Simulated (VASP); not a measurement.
A run of VASP 6.6.1 is set up as follows.

INCAR

```
PREC     = Accurate       # precision mode
ENCUT    = 520            # plane-wave cutoff, eV
EDIFF    = 1E-7           # SCF threshold, eV
ISMEAR   = 0              # smearing method
SIGMA    = 0.02           # smearing width, eV
LREAL    = F              # projectors in reciprocal space
LASPH    = T              # aspherical terms in the spheres
NELM     = 80             # most SCF steps
ALGO     = Normal         # electronic algorithm
ISIF     = 2              # what is computed and relaxed
LWAVE    = F              # write WAVECAR
LCHARG   = T              # write CHGCAR
GGA      = PS             # functional
LELF     = T              # ELF
LVHAR    = T            
NBANDS   = 28             # bands
```

KPOINTS

```
Automatic mesh
0
Gamma
  8 8 8
```

Contents of POSCAR:

```
BaTiO3
1.0
    4.0095680257      0.0000000000      0.0000000000
    0.0000000000      3.9598279984      0.0000000000
    0.0000000000      0.0000000000      3.9598279984
Ba Ti O
1 1 3
Direct
    0.5000000000      0.5000000000      0.5000000000
    0.0000000000      0.0000000000      0.0000000000
    0.5000000000      0.0000000000      0.0000000000
    0.0000000000      0.5000000000      0.0000000000
    0.0000000000      0.0000000000      0.5000000000
```

Potentials or basis: VASP PAW PBE potentials, release 64 (Ba_sv, Ti_sv, O).

The run is started by

```console
$ cat potpaw_PBE.64/Ba_sv/POTCAR potpaw_PBE.64/Ti_sv/POTCAR potpaw_PBE.64/O/POTCAR > POTCAR
$ mpirun -np 1 vasp_std > vasp.out
```

Q: What does it give for the pressure?

A: 1.1 GPa.

Q: Estimate the band gap on the k mesh.

A: 1.71 eV, indirect (least direct gap 1.85 eV).

Stress tensor (GPa, compression positive):
```
-0.60  0.00  0.00
 0.00  1.98  0.00
 0.00  0.00  1.98
```

Caveat: the PAW data sets were made with another functional, which shifts forces and pressure a little; spin-orbit coupling is left out, which moves the levels of the heavy elements. A k mesh can miss the band edges.
